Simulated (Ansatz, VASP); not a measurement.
Nb: VASP beside Ansatz

Contents of INCAR:

```
PREC = Accurate ; ENCUT = 520
EDIFF = 1E-6 ; ISMEAR = -1
SIGMA = 0.1 ; LREAL = F
LASPH = T ; NELM = 100
ALGO = Normal ; ISIF = 2
LWAVE = F ; LCHARG = F
GGA = RE ; NBANDS = 12
```

The input KPOINTS:

```
regular mesh
0
Gamma
  13 13 13
```

File POSCAR:

```
Nb
1.0
    2.7327308708      0.0000000000      0.0000000000
    0.0000000000      2.7327308708      0.0000000000
    0.0000000000      0.0000000000      2.7327308708
Nb
1
Direct
    0.0000000000      0.0000000000      0.0000000000
```

Input for Ansatz:

```yaml
crystal:
  lattice:
    - [2.7327308708, 0.0, 0.0]
    - [0.0, 2.7327308708, 0.0]
    - [0.0, 0.0, 2.7327308708]
  atoms:
    - { symbol: Nb, position: [0.0, 0.0, 0.0] }
hamiltonian:
  xc: revpbe
  pseudopotentials:
    kind: paw
    azcp:
      Nb: "pseudopotentials/Nb.paw.azcp"
basis:
  ecutwfc: 420
  fft_grid_basis: typed
kpoints:
  mp_grid: { grid: [13, 13, 13], shift: [0, 0, 0] }
magnetization:
  spin_polarized: false
scf:
  occupations: { method: fermi_dirac, width: 0.1 }
  lower_state_search: "off"
output:
  stress: true
```

Alike in both runs: task single point; functional revPBE; k mesh 13 × 13 × 13; occupations fermi-dirac, width 0.1 eV; no spin polarisation.

```csv
,VASP,Ansatz
version,VASP 6.6.1,Ansatz 0.2.0
potentials or method,"VASP PAW PBE potentials, release 64 (Nb_sv), cutoff 520 eV","plane waves (420 eV) with PAW, scalar-relativistic"
valence electrons in the cell,13,13
```

|  | VASP | Ansatz | Ansatz less VASP |
| --- | --- | --- | --- |
| pressure (GPa) | -0.6 | -0.4 | +0.18 |

VASP's potentials were made for PBE, not for revPBE. With one functional, cell and mesh, what is left measures potentials, basis and numerics.
